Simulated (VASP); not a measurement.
# PbO (Pm-3m) in VASP: settings compared

Aim: see how the results for PbO move with the level of theory and the settings. Levels: PBEsol, PBE. Tasks: single point.

All numbers are computed with VASP 6.6.1; they aren't measurements. Logs are shortened: lines on timing, memory, paths and dates and some standing lists are left out, and cuts for length are marked.

### Step 1. The cell of the first run

It takes space group Pm-3m (No. 221, cubic). The conventional cell has a = 3.159 Å, b = 3.159 Å, c = 3.159 Å, α = 90.00°, β = 90.00°, γ = 90.00°. Within 3.6 Å of Pb (site symmetry m-3m) lie 8 O at 2.74 Å and 6 Pb at 3.16 Å. Within 3.6 Å of O (site symmetry m-3m) lie 8 Pb at 2.74 Å and 6 O at 3.16 Å.

### Step 2. Single point, PBEsol

Contents of INCAR:

```
PREC     = Accurate       # precision mode
ENCUT    = 520            # plane-wave cutoff, eV
EDIFF    = 1E-6           # SCF threshold, eV
ISMEAR   = -1             # smearing method
SIGMA    = 0.02           # smearing width, eV
LREAL    = F              # projectors in reciprocal space
LASPH    = T              # aspherical terms in the spheres
NELM     = 60             # most SCF steps
ALGO     = Normal         # electronic algorithm
ISIF     = 2              # what is computed and relaxed
LWAVE    = F              # write WAVECAR
LCHARG   = F              # write CHGCAR
GGA      = PS             # functional
NBANDS   = 17             # bands
```

Contents of KPOINTS:

```
regular mesh
0
Gamma
  8 8 8
```

Contents of POSCAR:

```
PbO
1.0
    3.1587099772      0.0000000000      0.0000000000
    0.0000000000      3.1587099772      0.0000000000
    0.0000000000      0.0000000000      3.1587099772
Pb O
1 1
Direct
    0.0000000000      0.0000000000      0.0000000000
    0.5000000000      0.5000000000      0.5000000000
```

Potentials or basis: VASP PAW PBE potentials, release 64 (Pb_d, O).

The run is started by

```bash
> cat potpaw_PBE.64/Pb_d/POTCAR potpaw_PBE.64/O/POTCAR > POTCAR
> mpirun -np 1 vasp_std > vasp.out
```

OUTCAR:

```text
PREC = Accurate
   ENCUT = 520
   EDIFF = 1E-6
   ISMEAR = -1
   LREAL = F
   LASPH = T
   NELM = 60
   ISIF = 2
   GGA = PS

 ion  position               nearest neighbor table
   1  0.000  0.000  0.000-   2 2.74   2 2.74   2 2.74   2 2.74   2 2.74   2 2.74   2 2.74   2 2.74

   2  0.500  0.500  0.500-   1 2.74   1 2.74   1 2.74   1 2.74   1 2.74   1 2.74   1 2.74   1 2.74

  LATTYP: Found a simple cubic cell.
 ALAT       =     3.1587099772

  Lattice vectors:

 A1 = (   3.1587099772,   0.0000000000,   0.0000000000)
 A2 = (   0.0000000000,   3.1587099772,   0.0000000000)
 A3 = (   0.0000000000,   0.0000000000,   3.1587099772)

Analysis of symmetry for initial positions (statically):
=====================================================================
 Subroutine PRICEL returns:
 Original cell was already a primitive cell.

 Routine SETGRP: Setting up the symmetry group for a
 simple cubic supercell.

 Subroutine GETGRP returns: Found 48 space group operations
 (whereof 48 operations were pure point group operations)
 out of a pool of 48 trial point group operations.

The static configuration has the point symmetry O_h .

Analysis of symmetry for dynamics (positions and initial velocities):
=====================================================================
 Subroutine PRICEL returns:
 Original cell was already a primitive cell.

 Routine SETGRP: Setting up the symmetry group for a
 simple cubic supercell.

 Subroutine GETGRP returns: Found 48 space group operations
 (whereof 48 operations were pure point group operations)
 out of a pool of 48 trial point group operations.

The dynamic configuration has the point symmetry O_h .

 Subroutine INISYM returns: Found 48 space group operations
 (whereof 48 operations are pure point group operations),
 and found     1 'primitive' translations

----------------------------------------------------------------------------------------

                                     Primitive cell

  volume of cell :      31.5159

  direct lattice vectors                    reciprocal lattice vectors
     3.158709977  0.000000000  0.000000000     0.316584937  0.000000000  0.000000000
     0.000000000  3.158709977  0.000000000     0.000000000  0.316584937  0.000000000
     0.000000000  0.000000000  3.158709977     0.000000000  0.000000000  0.316584937

  length of vectors
     3.158709977  3.158709977  3.158709977     0.316584937  0.316584937  0.316584937

[... 71 lines left out ...]
   PREC   = accura    normal or accurate (medium, high low for compatibility)
   ISTART =      0    job   : 0-new  1-cont  2-samecut
   ICHARG =      2    charge: 1-file 2-atom 10-const
   ISPIN  =      1    spin polarized calculation?
   LNONCOLLINEAR =      F non collinear calculations
   LSORBIT =      F    spin-orbit coupling
   LASPH  =      T    aspherical Exc in radial PAW
   ENCUT  =  520.0 eV  38.22 Ry    6.18 a.u.   5.87  5.87  5.87*2*pi/ulx,y,z
   NELM   =     60;   NELMIN=  2; NELMDL= -5     # of ELM steps
   EDIFF  = 0.1E-05   stopping-criterion for ELM
   LREAL  =      F    real-space projection
[... 7 lines left out ...]
   TEBEG  =    0.0;   TEEND  =   0.0 temperature during run
   PSTRESS=    0.0 pullay stress
   NELECT =      20.0000    total number of electrons
   NUPDOWN=      -1.0000    fix difference up-down
   EMIN   =  10.00;   EMAX   =-10.00  energy-range for DOS
   EFERMI =   0.00;   METHOD = LEGACY
   ISMEAR =    -1;   SIGMA  =   0.02  broadening in eV -4-tet -1-fermi 0-gaus
   EFERMI_NEDOS =   21; number of points for ismear=-14 and -15
   IALGO  =     38    algorithm
   IMIX   =      4    mixing-type and parameters
     AMIX     =   0.40;   BMIX     =  1.00
     AMIX_MAG =   1.60;   BMIX_MAG =  1.00
  volume/ion in A,a.u.               =      15.76       106.34
  Fermi-wavevector in a.u.,A,eV,Ry     =   1.406830  2.658524 26.928267  1.979172
  Thomas-Fermi vector in A             =   2.529151
   LORBIT       =      0    0 simple, 1 ext, 2 COOP (PROOUT), +10 PAW based schemes
   GGA     = PS    functional components
   LHFCALC =     F    Hartree Fock is set to
   AEXX    =    0.0000 exact exchange contribution
   IVDW    =     0    specifies the selected vdW correction
   LEPSILON=     F    determine dielectric tensor
   LRPA    =     F    only Hartree local field effects (RPA)
 non-spin polarized calculation
  energy-cutoff  :      520.00
  volume of cell :       31.52
 maximum number of plane-waves:       876
 NGX is ok and might be reduce to    24
   NGX = 11   NGY = 11   NGZ = 11

 number of electron      19.9999994 magnetization

 Free energy of the ion-electron system (eV)
  ---------------------------------------------------
  ext. energy  EPLUGINS =         0.00000000
  ---------------------------------------------------
  free energy    TOTEN  =       -10.52533083 eV

  energy without entropy =      -10.52533052  energy(sigma->0) =      -10.52533067

 E-fermi :   7.5135     XC(G=0): -11.6584

 val. band max:        7.2905664668   @ k =   0.5000   0.1250   0.0000
 cond. band min:       7.7086961699   @ k =   0.5000   0.0000   0.0000
 fundamental gap:      0.4181297031
 Fermi energy:         7.5134968613

 k-point     1 :       0.0000    0.0000    0.0000
  band No.  band energies     occupation
      1     -10.0327      2.00000
      2      -9.4708      2.00000
      3      -9.4708      2.00000
      4      -8.7216      2.00000
      5      -8.7216      2.00000
      6      -8.7216      2.00000
[... 457 lines left out ...]
      4      -8.9064      2.00000
      5      -8.6293      2.00000
      6      -7.9365      2.00000
[... 9 lines left out ...]
     16      22.5480      0.00000
     17      25.1175      0.00000

 [... further k-points ...]

------------------------ aborting loop because EDIFF is reached ----------------------------------------

  FORCE on cell =-STRESS in cart. coord.  units (eV):
  Direction    XX          YY          ZZ          XY          YZ          ZX
  --------------------------------------------------------------------------------------
  -------------------------------------------------------------------------------------
  Total       -0.0129445     -0.0129445     -0.0129445      0.0000000      0.0000000      0.0000000
  in kB       -0.6580620     -0.6580620     -0.6580620      0.0000000      0.0000000      0.0000000
  external PRESSURE =      -0.6580620 kB  Pullay stress =       0.0000000 kB

 VOLUME and BASIS-vectors are now :
 -----------------------------------------------------------------------------
  energy-cutoff  :      520.00
  volume of cell :       31.52
      direct lattice vectors                 reciprocal lattice vectors
     3.158709977  0.000000000  0.000000000     0.316584937  0.000000000  0.000000000
     0.000000000  3.158709977  0.000000000     0.000000000  0.316584937  0.000000000
     0.000000000  0.000000000  3.158709977     0.000000000  0.000000000  0.316584937

 POSITION                                       TOTAL-FORCE (eV/Angst)
 -----------------------------------------------------------------------------------
      0.00000      0.00000      0.00000         0.000000      0.000000      0.000000
      1.57935      1.57935      1.57935         0.000000      0.000000      0.000000
 -----------------------------------------------------------------------------------
    total drift:                                0.000000      0.000000     -0.000000

  FREE ENERGIE OF THE ION-ELECTRON SYSTEM (eV)
  ---------------------------------------------------
  free  energy   TOTEN  =       -10.5253308297 eV

  energy  without entropy=      -10.5253305198  energy(sigma->0) =      -10.52533067
```

OSZICAR:

```text
N       E                     dE             d eps       ncg     rms          rms(c)
DAV:   1     0.167100961318E+03    0.16710E+03   -0.10523E+04  1206   0.145E+03
DAV:   2    -0.969709153863E+00   -0.16807E+03   -0.16030E+03  1271   0.360E+02
DAV:   3    -0.122025273448E+02   -0.11233E+02   -0.11160E+02  1408   0.100E+02
DAV:   4    -0.124123143837E+02   -0.20979E+00   -0.20968E+00  1453   0.139E+01
DAV:   5    -0.124187904475E+02   -0.64761E-02   -0.64758E-02  1629   0.239E+00    0.764E+00
DAV:   6    -0.108380167376E+02    0.15808E+01   -0.11094E+01  1650   0.268E+01    0.480E+00
DAV:   7    -0.105551353744E+02    0.28288E+00   -0.15246E+00  1417   0.102E+01    0.142E+00
DAV:   8    -0.105504117978E+02    0.47236E-02   -0.40078E-01  1468   0.651E+00    0.109E+00
DAV:   9    -0.105251955023E+02    0.25216E-01   -0.46567E-02  1536   0.307E+00    0.133E-01
DAV:  10    -0.105254755321E+02   -0.28003E-03   -0.37597E-03  1395   0.525E-01    0.932E-02
DAV:  11    -0.105254017875E+02    0.73745E-04   -0.11820E-03  1277   0.268E-01    0.718E-02
DAV:  12    -0.105253306391E+02    0.71148E-04   -0.12657E-04  1300   0.101E-01    0.595E-03
DAV:  13    -0.105253308297E+02   -0.19052E-06   -0.42497E-06  1577   0.152E-02
   1 F= -.10525331E+02 E0= -.10525331E+02  d E =-.309873E-06
```

Wall time 12 s (1 thread of Intel Xeon 6975P-C, shared host); peak memory 0.15 GiB.

What came out:

| Item | Value |
| --- | --- |
| Free energy | -10.5253 eV |
| Pressure | -0.1 GPa |
| Band gap on the k mesh | 0.42 eV, indirect (least direct gap 0.81 eV) |

Caveat: the PAW data sets were made with another functional, which shifts forces and pressure a little; spin-orbit coupling is left out, which moves the levels of the heavy elements. A k mesh can miss the band edges.

### Step 3. Single point, PBE

This run uses another cell than the first one, of 16.61 Å³/atom, 1.054 times its volume.

Contents of INCAR:

```
SYSTEM = PbO
PREC = Accurate
ENCUT = 520
EDIFF = 1E-7
ISMEAR = -1
SIGMA = 0.02
LREAL = .FALSE.
LASPH = .TRUE.
NELM = 80
ALGO = Normal
ISIF = 2
LWAVE = .FALSE.
LCHARG = .FALSE.
GGA = PE
NBANDS = 17
```

Contents of KPOINTS:

```
Automatic mesh
0
G
  8 8 8
  0 0 0
```

Contents of POSCAR:

```
PbO
1.0
    3.2148279984      0.0000000000      0.0000000000
    0.0000000000      3.2148279984      0.0000000000
    0.0000000000      0.0000000000      3.2148279984
Pb O
1 1
Direct
    0.0000000000      0.0000000000      0.0000000000
    0.5000000000      0.5000000000      0.5000000000
```

Potentials or basis: VASP PAW PBE potentials, release 64 (Pb_d, O).

The run is started by

```bash
> cat potpaw_PBE.64/Pb_d/POTCAR potpaw_PBE.64/O/POTCAR > POTCAR
> mpirun -np 1 vasp_std > vasp.out
```

It used 9.5 s of CPU time on 1 thread of Intel Xeon 6975P-C, on a shared host.

The run converged. Its results:

```yaml
Free_energy: -9.7542 eV
Pressure: -0.1 GPa
Band_gap_on_the_k_mesh: 0.38 eV, indirect (least direct gap 0.71 eV)
```

Levels at points of the mesh, in eV from the valence-band top:
| k point | band 6 | band 7 | band 8 | band 9 | band 10 | band 11 | band 12 | band 13 | band 14 | band 15 |
| --- | --- | --- | --- | --- | --- | --- | --- | --- | --- | --- |
| (0.00, 0.00, 0.00) | -16.09 | -8.26 | -1.58 | -1.58 | -1.58 | 8.49 | 8.49 | 8.49 | 9.75 | 9.75 |
| (0.50, 0.00, 0.00) | -16.07 | -8.88 | -0.81 | -0.81 | -0.32 | 0.38 | 7.77 | 7.77 | 11.14 | 13.18 |
| (0.50, 0.50, 0.00) | -15.12 | -5.88 | -4.28 | -4.28 | -0.80 | 3.98 | 3.98 | 9.78 | 10.54 | 16.14 |
| (0.50, 0.50, 0.50) | -15.72 | -3.43 | -2.03 | -2.03 | -2.03 | 0.87 | 0.87 | 0.87 | 13.18 | 13.18 |

Caveat: spin-orbit coupling is left out, which moves the levels of the heavy elements. A k mesh can miss the band edges.
